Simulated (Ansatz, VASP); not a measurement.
# One calculation of ZnO, two programs

```xyz
4
Lattice="3.2354 0.0000 0.0000 -1.6177 2.8019 0.0000 0.0000 0.0000 5.2109" Properties=species:S:1:pos:R:3 pbc="T T T"
Zn    0.0000    1.8679    2.6037
Zn    1.6177    0.9340   -0.0018
O     1.6177    0.9340    1.9768
O     0.0000    1.8679    4.5822
```

Alike in both runs: task single point; functional PBE; k mesh 6 × 6 × 4; no spin polarisation.

|  | VASP | Ansatz |
| --- | --- | --- |
| version | VASP 6.6.1 | Ansatz 0.2.0 |
| potentials or method | VASP PAW PBE potentials, release 64 (Zn, O), cutoff 520 eV | plane waves |
| occupations | gaussian, width 0.01 eV | fixed |
| valence electrons in the cell | 36 | 36 |

```tsv
	VASP	Ansatz	Ansatz less VASP
gap on the k mesh at the Fermi level (eV)	0.79	0.81	+0.018
pressure (GPa)	7.2	6.0	-1.13
traceless stress, the component that is largest in VASP (GPa)	0.06	0.07	+0.008
```
